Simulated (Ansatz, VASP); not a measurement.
**WSe2 in VASP and in Ansatz**

```
CELL_PARAMETERS angstrom
3.28549 0.00000 0.00000
-1.64275 2.84532 0.00000
0.00000 0.00000 24.23865
ATOMIC_POSITIONS crystal
Se 0.33333 0.66667 0.18565
Se 0.33333 0.66667 0.32466
Se 0.88889 0.11111 0.46204
Se 0.88889 0.11111 0.60105
W 0.66667 0.33333 0.25516
W 0.55556 0.44444 0.53155
```

Alike in both runs: task single point; functional PBE; dispersion D3(BJ); k mesh 9 × 9 × 1; occupations gaussian, width 0.05 eV; no spin polarisation.

|  | VASP | Ansatz |
| --- | --- | --- |
| version | VASP 6.6.1 | Ansatz 0.2.0 |
| potentials or method | VASP PAW PBE potentials, release 64 (Se, W_sv), cutoff 520 eV | scalar-relativistic, plane waves, PAW |
| valence electrons in the cell | 52 | 92 |

```tsv
	VASP	Ansatz	Ansatz less VASP
gap on the k mesh at the Fermi level (eV)	1.52	1.52	-0.001
least direct gap on the mesh (eV)	1.65	1.65	+0.004
rms of the force components (eV/Å)	0.027	0.014	-0.0129
```

VASP's potentials hold 52 valence electrons a cell and Ansatz's 92, so a difference there can come from the potentials and not from the codes.

Neither program's run includes spin-orbit coupling.
